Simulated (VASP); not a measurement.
# NaF (Fm-3m) in VASP: further runs, part 2 of 2

VASP 6.6.1. Earlier steps stand in the parts before.

## (5) Relaxation of cell and atoms, LDA

This run uses another cell than the first one, of 12.49 Å³/atom.

Input file INCAR:

```
SYSTEM = NaF
ALGO = Normal
EDIFF = 1E-7
EDIFFG = -0.002
ENCUT = 600
GGA_COMPAT = .False.
IBRION = 2
ISIF = 3
ISMEAR = 0
LASPH = .True.
LCHARG = .False.
LREAL = .False.
LWAVE = .False.
NELM = 120
NELMIN = 4
NSW = 100
PREC = Accurate
SIGMA = 0.02
```

Input file KPOINTS:

```
k-points
0
Gamma
  8 8 8
  0 0 0
```

Input file POSCAR:

```
NaF
1.0
    0.0000000000      2.3200000000      2.3200000000
    2.3200000000      0.0000000000      2.3200000000
    2.3200000000      2.3200000000      0.0000000000
Na F
1 1
Direct
    0.0000000000      0.0000000000      0.0000000000
    0.5000000000      0.5000000000      0.5000000000
```

Potentials or basis: VASP PAW LDA potentials, release 64 (Na_pv, F).

Started as:

```console
> cat potpaw_LDA.64/Na_pv/POTCAR potpaw_LDA.64/F/POTCAR > POTCAR
> mpirun -np 1 vasp_std > vasp.out
```

OUTCAR:

```text
SYSTEM = NaF
   EDIFF = 1E-7
   EDIFFG = -0.002
   ENCUT = 600
   IBRION = 2
   ISIF = 3
   ISMEAR = 0
   LASPH = .True.
   LREAL = .False.
   NELM = 120
   NELMIN = 4
   NSW = 100
   PREC = Accurate

 ion  position               nearest neighbor table
   1  0.000  0.000  0.000-   2 2.32   2 2.32   2 2.32   2 2.32   2 2.32   2 2.32
   2  0.500  0.500  0.500-   1 2.32   1 2.32   1 2.32   1 2.32   1 2.32   1 2.32

  LATTYP: Found a face centered cubic cell.
 ALAT       =     4.6400000000

  Lattice vectors:

 A1 = (   0.0000000000,   2.3200000000,   2.3200000000)
 A2 = (   2.3200000000,   0.0000000000,   2.3200000000)
 A3 = (   2.3200000000,   2.3200000000,   0.0000000000)

Analysis of symmetry for initial positions (statically):
[... 163 lines left out ...]
   NGX = 13   NGY = 13   NGZ = 13

--------------------------------------- Ionic step        1  -------------------------------------------

 number of electron      13.9999997 magnetization

 Free energy of the ion-electron system (eV)
  ---------------------------------------------------
  ext. energy  EPLUGINS =         0.00000000
  ---------------------------------------------------
  free energy    TOTEN  =        -9.30455615 eV

  energy without entropy =       -9.30455615  energy(sigma->0) =       -9.30455615

 E-fermi :  -2.3679     XC(G=0):  -9.9243

 val. band max:       -2.5317116487   @ k =   0.0000   0.0000   0.0000
 cond. band min:       3.4054793363   @ k =   0.0000   0.0000   0.0000
 fundamental gap:      5.9371909850
 Fermi energy:        -2.3679091122
[... 788 lines left out ...]
--------------------------------------- Ionic step        4  -------------------------------------------

 number of electron      14.0000002 magnetization

 Free energy of the ion-electron system (eV)
  ---------------------------------------------------
  ext. energy  EPLUGINS =         0.00000000
  ---------------------------------------------------
  free energy    TOTEN  =        -9.34029669 eV

  energy without entropy =       -9.34029669  energy(sigma->0) =       -9.34029669

 E-fermi :  -1.9106     XC(G=0): -10.4042

 val. band max:       -2.0969859602   @ k =   0.0000   0.0000   0.0000
 cond. band min:       4.3663152050   @ k =   0.0000   0.0000   0.0000
 fundamental gap:      6.4633011652
 Fermi energy:        -1.9106462810
[... 365 lines left out ...]
  FREE ENERGIE OF THE ION-ELECTRON SYSTEM (eV)
  ---------------------------------------------------
  free  energy   TOTEN  =        -9.3402966894 eV

  energy  without entropy=       -9.3402966894  energy(sigma->0) =       -9.34029669

 reached required accuracy - stopping structural energy minimisation
```

OSZICAR:

```text
N       E                     dE             d eps       ncg     rms          rms(c)
DAV:   1     0.111727409241E+03    0.11173E+03   -0.87804E+03   647   0.166E+03
DAV:   2    -0.403433479074E+01   -0.11576E+03   -0.10796E+03   708   0.371E+02
DAV:   3    -0.100963541630E+02   -0.60620E+01   -0.60422E+01   725   0.878E+01
[... 35 lines left out ...]
DAV:   3    -0.934031941425E+01    0.49377E-04   -0.98725E-05   712   0.250E-01    0.290E-02
DAV:   4    -0.934029773619E+01    0.21678E-04   -0.14327E-05   725   0.144E-01    0.458E-03
DAV:   5    -0.934029684626E+01    0.88993E-06   -0.24579E-06   729   0.280E-02    0.101E-03
DAV:   6    -0.934029670510E+01    0.14116E-06   -0.25205E-07   550   0.940E-03    0.547E-04
DAV:   7    -0.934029668936E+01    0.15736E-07   -0.17005E-08   322   0.182E-03
   4 F= -.93402967E+01 E0= -.93402967E+01  d E =-.357405E-01
```

Wall time 12 s (1 thread of Intel Xeon 6975P-C (Granite Rapids), shared host); peak memory 0.14 GiB.

Results:

```
Free energy                           : -9.3403 eV
Relaxed volume                        : 11.37 Å³/atom
Relaxed cell                          : a = 3.180 Å, b = 3.180 Å, c = 3.180 Å, α = 60.00°, β = 60.00°, γ = 60.00°
Space group after relaxing (to 0.1 Å) : Fm-3m (No. 225)
Energy gained by relaxing             : 17.9 meV/atom
Ionic steps                           : 4
Pressure after relaxing               : 0.0 GPa
Band gap on the k mesh                : 6.46 eV
```

The path:
```
step  energy change (eV)  largest force (eV/Å)  pressure (GPa)  volume (Å³)
   1              0.0000                0.0000           -4.68        24.97
   2             -0.0287                0.0000           -2.31        23.68
   3             -0.0357                0.0000           -0.14        22.79
   4             -0.0357                0.0000            0.02        22.73
```

Final structure:
```xyz
2
Lattice="0.0000 2.2484 2.2484 2.2484 0.0000 2.2484 2.2484 2.2484 0.0000" Properties=species:S:1:pos:R:3 pbc="T T T"
Na    4.4968    2.2484    2.2484
F     2.2484    2.2484    2.2484
```

Levels at points of the mesh, in eV from the valence-band top:
```csv
k point,band 3,band 4,band 5,band 6,band 7,band 8,band 9,band 10,band 11
"(0.00, 0.00, 0.00)",-18.51,-18.51,0.00,0.00,0.00,6.46,19.16,19.16,19.16
"(0.50, 0.00, 0.00)",-18.52,-17.59,-1.87,-0.32,-0.32,10.94,12.87,20.65,20.65
"(0.50, 0.50, 0.00)",-18.58,-18.58,-1.47,-0.46,-0.46,13.12,13.50,14.15,20.51
```

## (6) Summary

```csv
task,cell,gap on the mesh (eV),pressure (GPa),relaxed volume (Å³/atom)
single point,"a = 3.184 Å, angles 60.0°, 2 atoms",6.44,-0.1,-
relaxation of cell and atoms,"relaxed from a = 3.184 Å, angles 60.0°, 2 atoms",6.45,0.0,11.39
relaxation of cell and atoms,"relaxed from a = 3.281 Å, angles 60.0°, 2 atoms",6.46,0.0,11.37
```

Alike in all rows: level LDA; potentials or basis VASP PAW LDA potentials, release 64 (Na_pv, F); no spin polarisation; k mesh 8 × 8 × 8; cutoff (eV) 600; smearing gaussian 0.02 eV.

Absolute energies hang on the potentials; compare differences alone.
